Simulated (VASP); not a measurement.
## PbI2: single point with PBE

Crystal: PbI2.

```
Pb I
1.0
     4.43730    0.00000    0.00000
    -2.21865    3.84282    0.00000
     0.00000    0.00000    6.58740
Pb I
1 2
Direct
  0.00000 0.00000 0.00000
  0.33333 0.66667 0.28255
  0.66667 0.33333 0.71745
```

This cell differs from its parent crystal: strained.

```json
{"Program": "VASP 6.6.1", "Task": "single point", "Functional": "PBE", "Potentials or basis": "VASP PAW PBE potentials, release 64 (Pb_d, I)", "Cutoff": "500 eV", "k mesh": "9 × 9 × 4", "Occupations": "gaussian, width 0.02 eV", "Spin": "no spin polarisation", "Dipole correction": "no", "Further INCAR settings": "ALGO = Normal; EDIFF = 1e-06; NBANDS = 21"}
```

- Pressure: 4.3 GPa
- Largest force: 0.162 eV/Å
- Band gap on the k mesh: 1.95 eV

Forces in eV/Å, atoms in the order of the input:
```
Pb   0.000  0.000  0.000
I    0.000  0.000  0.162
I    0.000  0.000 -0.162
```

Stress tensor (GPa, compression positive):
```
4.14 0.00 0.00
0.00 4.14 0.00
0.00 0.00 4.63
```

Levels at points of the mesh, in eV from the valence-band top:
```
           k point  band 10  band 11  band 12  band 13  band 14  band 15  band 16  band 17  band 18  band 19
(0.00, 0.00, 0.00)    -1.42    -1.42    -1.36    -1.36    -1.01     2.30     3.17     3.17     6.58     7.04
(0.00, 0.00, 0.50)    -1.65    -1.65    -1.06    -1.06     0.00     1.95     2.84     2.84     5.69     6.81
```

Wall time 51 s on 1 thread of AMD EPYC 7R13 Processor (Zen 3) (shared host), peak memory 0.23 GiB.

Caveat: the cell differs from its parent crystal (strained); the cell stands under pressure; spin-orbit coupling is left out, which moves the levels of the heavy elements; an odd mesh through Γ misses points on the zone boundary, where band edges can lie; this functional lacks dispersion, which binds the layers, so the pressure and a relaxed spacing across them are unreliable.
